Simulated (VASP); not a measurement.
Runs of VASP 6.6.1 on H. The structure is that of space group Cmce (No. 64), or close to it. The cells are those of the table. 

```tsv
cell	gap on the mesh (eV)	pressure (GPa)	largest force (eV/Å)
a = 3.695, b = 3.695, c = 4.169 Å, angles 90.0, 90.0, 88.8°, 4 atoms	9.33	0.0	0.08
a = 3.621, b = 3.621, c = 4.086 Å, angles 90.0, 90.0, 88.8°, 4 atoms	9.41	0.9	0.63
a = 3.670, b = 3.670, c = 4.142 Å, angles 90.0, 90.0, 88.8°, 4 atoms	(c)	0.3	0.26
a = 3.719, b = 3.719, c = 4.196 Å, angles 90.0, 90.0, 88.8°, 4 atoms	9.31	-0.2	0.08
a = 3.742, b = 3.742, c = 4.223 Å, angles 90.0, 90.0, 88.8°, 4 atoms	9.28	-0.4	0.24
a = 3.646, b = 3.646, c = 4.114 Å, angles 90.0, 90.0, 88.8°, 4 atoms	9.38	0.6	(b)
a = 3.595, b = 3.595, c = 4.057 Å, angles 90.0, 90.0, 88.8°, 4 atoms	(a)	1.2	0.83
```

Alike in all rows: task single point; level PBE; potentials or basis VASP PAW PBE potentials, release 64 (H); no spin polarisation; k mesh 7 × 7 × 7; cutoff (eV) 520; smearing fermi-dirac 0.05 eV.

Fill in the values left out.

(a) 9.43; (b) 0.44; (c) 9.36.

A k mesh can miss the band edges.
